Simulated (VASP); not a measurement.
A run of VASP 6.6.1:

POSCAR

```
MgCu2
1.0
    0.0000000000      3.4822765100      3.4822765100
    3.4822765100      0.0000000000      3.4822765100
    3.4822765100      3.4822765100      0.0000000000
Mg Cu
2 4
Direct
    0.0000000000      0.0000000000      0.0000000000
    0.2500000000      0.2500000000      0.2500000000
    0.6250000000      0.6250000000      0.6250000000
    0.1250000000      0.6250000000      0.6250000000
    0.6250000000      0.6250000000      0.1250000000
    0.6250000000      0.1250000000      0.6250000000
```

Contents of INCAR.step1:

```
SYSTEM = MgCu2
PREC = Accurate
ENCUT = 520
ISMEAR = -1
SIGMA = 0.1
LREAL = .False.
LASPH = .True.
NELM = 100
NBANDS = 33
GGA = PE
ALGO = Normal
EDIFF = 1E-4
LWAVE = .True.
LCHARG = .False.
```

INCAR.step2

```
SYSTEM = MgCu2
PREC = Accurate
ENCUT = 520
EDIFF = 1E-7
ISMEAR = -1
SIGMA = 0.1
LREAL = .False.
LASPH = .True.
NELM = 100
ALGO = Normal
ISIF = 2
LWAVE = .False.
LCHARG = .False.
METAGGA = R2SCAN
LMIXTAU = .True.
NBANDS = 33
ISTART = 1
```

Contents of KPOINTS:

```
regular mesh
0
Gamma
  8 8 8
  0 0 0
```

Potentials or basis: VASP PAW PBE potentials, release 64 (Mg, Cu).

Command:

```bash
$ cat potpaw_PBE.64/Mg/POTCAR potpaw_PBE.64/Cu/POTCAR > POTCAR
$ cp INCAR.step1 INCAR
$ mpirun -np 1 vasp_std > vasp.out
$ cp INCAR.step2 INCAR
$ mpirun -np 1 vasp_std > vasp.out
```

Hardware: 1 thread of Intel(R) Xeon(R) Platinum 8488C (Sapphire Rapids), with other jobs on the host.

How long does it take, and how much memory?

Wall time 4.6 min on 1 thread of Intel(R) Xeon(R) Platinum 8488C (Sapphire Rapids), with other jobs on the host, peak memory 0.29 GiB. Counts: k points 29.
